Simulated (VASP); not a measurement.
Wanted: the native input for a VASP 6.6.1 run.

```yaml
Task: single point
Functional: PBEsol
Potentials_or_basis: VASP PAW PBE potentials, release 64 (Pb_d, Cs_sv, Br)
Cutoff: 520 eV
k_mesh: 3 × 3 × 3
Occupations: fermi-dirac, width 0.03 eV
Spin: no spin polarisation
Dipole_correction: no
Further_INCAR_settings: ALGO = Normal; EDIFF = 1e-06; NBANDS = 30
```

The structure of CsPbBr3 lies in POSCAR:

```
CsPbBr3
1.0
    5.8700000000      0.0000000000      0.0000000000
    0.0000000000      5.8700000000      0.0000000000
    0.0000000000      0.0000000000      5.8700000000
Pb Cs Br
1 1 3
Direct
    0.5000000000      0.5000000000      0.5000000000
    0.0000000000      0.0000000000      0.0000000000
    0.5000000000      0.5000000000      0.0000000000
    0.5000000000      0.0000000000      0.5000000000
    0.0000000000      0.5000000000      0.5000000000
```

The input as run:

INCAR

```
SYSTEM = CsPbBr3
PREC = Accurate
ENCUT = 520
EDIFF = 1E-6
ISMEAR = -1
SIGMA = 0.03
LREAL = .False.
LASPH = .True.
NELM = 80
ALGO = Normal
ISIF = 2
LWAVE = .False.
LCHARG = .True.
GGA = PS
LELF = .True.
LVHAR = .True.
NBANDS = 30
```

KPOINTS

```
regular mesh
0
Gamma
  3 3 3
  0 0 0
```

Potentials or basis: VASP PAW PBE potentials, release 64 (Pb_d, Cs_sv, Br).

Launch:

```console
$ cat potpaw_PBE.64/Pb_d/POTCAR potpaw_PBE.64/Cs_sv/POTCAR potpaw_PBE.64/Br/POTCAR > POTCAR
$ mpirun -np 1 vasp_std > vasp.out
```

It gave:

```
Pressure               : -0.3 GPa
Band gap on the k mesh : 3.93 eV, direct
```

Caveat: the PAW data sets were made with another functional, which shifts forces and pressure a little; spin-orbit coupling is left out, which moves the levels of the heavy elements.

Run time: 20 s on 1 thread of AMD EPYC 9R45 96-Core Processor (Zen 5), with other jobs on the host, peak memory 0.29 GiB.
